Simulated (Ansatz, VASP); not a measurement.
# Two plane-wave programs on W

```
W
1.0
    -1.57705    1.57705    1.57705
     1.57705   -1.57705    1.57705
     1.57705    1.57705   -1.57705
W
1
Direct
  0.00000 0.00000 0.00000
```

Alike in both runs: functional PBEsol; k mesh 16 × 16 × 16; occupations fermi-dirac, width 0.15 eV; no spin polarisation.

Ansatz relaxed the structure, and its values are those at the end. VASP's run is a single point on that final structure, the one shown.

|  | VASP | Ansatz |
| --- | --- | --- |
| version | VASP 6.6.1 | Ansatz 0.2.0 |
| potentials or method | VASP PAW PBE potentials, release 64 (W_sv), cutoff 500 eV | scalar-relativistic, plane waves, PAW |
| valence electrons in the cell | 14 | 14 |

|  | VASP | Ansatz | Ansatz less VASP |
| --- | --- | --- | --- |
| gap on the k mesh at the Fermi level (eV) | none | none | - |
| pressure (GPa) | 0.6 | 0.0 | -0.59 |

VASP's potentials were made for PBE, not for PBEsol, and Ansatz warns of the same on its side. A gap of «none» marks a metal or a gap that the smearing closes.

Spin-orbit coupling is off throughout.
